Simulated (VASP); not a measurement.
Wanted: the native input for a VASP 6.6.1 run.

```yaml
Task: single point
Functional: PBE-based screened hybrid with 50 % exact exchange
Potentials_or_basis: VASP PAW PBE potentials, release 64 (Sr_sv, O)
Cutoff: 520 eV
k_mesh: 4 × 4 × 4
Occupations: gaussian, width 0.01 eV
Spin: no spin polarisation
Dipole_correction: no
Grid_for_exact_exchange_PRECFOCK: Normal
Share_of_exact_exchange: 0.5
Further_INCAR_settings: ALGO = Normal; EDIFF = 1e-06; NBANDS = 15
Screening_parameter: 0.3 1/Å
```

Crystal: SrO.

```
CELL_PARAMETERS angstrom
0.00000 2.57989 2.57989
2.57989 0.00000 2.57989
2.57989 2.57989 0.00000
ATOMIC_POSITIONS crystal
Sr 0.50000 0.50000 0.50000
O 0.00000 0.00000 0.00000
```

One way to write it, as run:

POSCAR

```
SrO
1.0
    0.0000000000      2.5798927166      2.5798927166
    2.5798927166      0.0000000000      2.5798927166
    2.5798927166      2.5798927166      0.0000000000
Sr O
1 1
Direct
    0.5000000000      0.5000000000      0.5000000000
    0.0000000000      0.0000000000      0.0000000000
```

INCAR.step1

```
  PREC = Accurate
  ENCUT = 520
  EDIFF = 1E-5
  ISMEAR = 0
  SIGMA = 0.01
  LREAL = False
  LASPH = True
  NELM = 100
  ALGO = Normal
  ISIF = 2
  LWAVE = True
  LCHARG = False
  GGA = PE
  NBANDS = 15
```

INCAR.step2

```
  PREC = Accurate
  ENCUT = 520
  EDIFF = 1E-6
  ISMEAR = 0
  SIGMA = 0.01
  LREAL = False
  LASPH = True
  NELM = 100
  ALGO = Normal
  ISIF = 2
  LWAVE = False
  LCHARG = False
  GGA = PE
  LHFCALC = True
  AEXX = 0.5
  HFSCREEN = 0.3
  PRECFOCK = Normal
  ISTART = 1
  NBANDS = 15
```

KPOINTS

```
regular mesh
0
Gamma
  4 4 4
```

Potentials or basis: VASP PAW PBE potentials, release 64 (Sr_sv, O).

Launch:

```bash
$ cat potpaw_PBE.64/Sr_sv/POTCAR potpaw_PBE.64/O/POTCAR > POTCAR
$ cp INCAR.step1 INCAR
$ mpirun -np 1 vasp_std > vasp.out
$ cp INCAR.step2 INCAR
$ mpirun -np 1 vasp_std > vasp.out
```

Results of the run:

```
Pressure               : -1.7 GPa
Band gap on the k mesh : 5.81 eV (least direct gap 5.91 eV)
```

Caveat: the k points lie up to 0.53 Å⁻¹ apart; the PAW data sets were made with another functional, which shifts forces and pressure a little.

Wall time 9.5 min on 1 thread of AMD EPYC 7R43 64-Core Processor (Zen 3), on a shared host, peak memory 0.23 GiB.
